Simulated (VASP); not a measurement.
ZnS, 4 atoms in the cell. Symmetry: P6_3mc, No. 186, hexagonal system. Conventional cell: a = 3.776 Å, b = 3.776 Å, c = 6.104 Å, α = 90.00°, β = 90.00°, γ = 120.00°. Within 3.0 Å of Zn (site symmetry 3m) lie 4 S at 2.30 to 2.31 Å. Within 3.0 Å of S (site symmetry 3m) lie 4 Zn at 2.30 to 2.31 Å.  This cell differs from its parent crystal: film at in-plane strain +0.01.

| Item | Value |
| --- | --- |
| Program | VASP 6.6.1 |
| Task | single point |
| Functional | LDA |
| Potentials or basis | VASP PAW LDA potentials, release 64 (Zn, S) |
| Cutoff | 520 eV |
| k mesh | 6 × 6 × 4 |
| Occupations | gaussian, width 0.01 eV |
| Spin | no spin polarisation |
| Dipole correction | no |
| Further INCAR settings | ALGO = Normal; EDIFF = 1e-06; NBANDS = 26 |

Potentials or basis: VASP PAW LDA potentials, release 64 (Zn, S).

Command:

```bash
$ cat potpaw_LDA.64/Zn/POTCAR potpaw_LDA.64/S/POTCAR > POTCAR
$ mpirun -np 1 vasp_std > vasp.out
```

Hardware: 1 thread of Intel Xeon 6975P-C, with other jobs on the host.

Question: Estimate the wall time of this run.

Answer: Run time: 42 s on 1 thread of Intel Xeon 6975P-C, with other jobs on the host, peak memory 0.17 GiB. Counts: scf iterations 12, k points 21.
